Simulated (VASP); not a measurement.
A run of VASP 6.6.1 is set up as follows.

Contents of INCAR:

```
SYSTEM = CdS
PREC = Accurate
ENCUT = 600
EDIFF = 1E-6
ISMEAR = 0
SIGMA = 0.01
LREAL = .False.
LASPH = .True.
NELM = 100
ALGO = Normal
ISIF = 3
LWAVE = .False.
LCHARG = .False.
IBRION = 2
NSW = 100
EDIFFG = -0.002
PSTRESS = 10.0
```

The input KPOINTS:

```
Automatic mesh
0
Gamma
  8 8 8
  0 0 0
```

POSCAR

```
CdS
1.0
    0.0000000000      2.8782620995      2.8782620995
    2.8782620995      0.0000000000      2.8782620995
    2.8782620995      2.8782620995      0.0000000000
Cd S
1 1
Direct
    0.0000000000      0.0000000000      0.0000000000
    0.7500000000      0.7500000000      0.7500000000
```

Potentials or basis: VASP PAW LDA potentials, release 64 (Cd, S).

Command:

```sh
$ cat potpaw_LDA.64/Cd/POTCAR potpaw_LDA.64/S/POTCAR > POTCAR
$ mpirun -np 1 vasp_std > vasp.out
```

Task: What does it give for the space group after relaxing (to 0.1 Å)?

Result: F-43m (No. 216).

Task: What does it give for the band gap on the k mesh?

Result: 0.99 eV.

Task: Predict the relaxed volume.

Result: 23.68 Å³/atom.

The path:
```
step  energy change (eV)  largest force (eV/Å)  pressure (GPa)  volume (Å³)
   1              0.0000                0.0000            0.53        47.69
   2              0.0027                0.0000            1.25        47.20
   3              0.0015                0.0000            1.00        47.37
```

Caveat: the cell is relaxed towards a set pressure, so the run minimises the enthalpy, not the energy. Zero-point motion and thermal expansion aren't in these numbers.
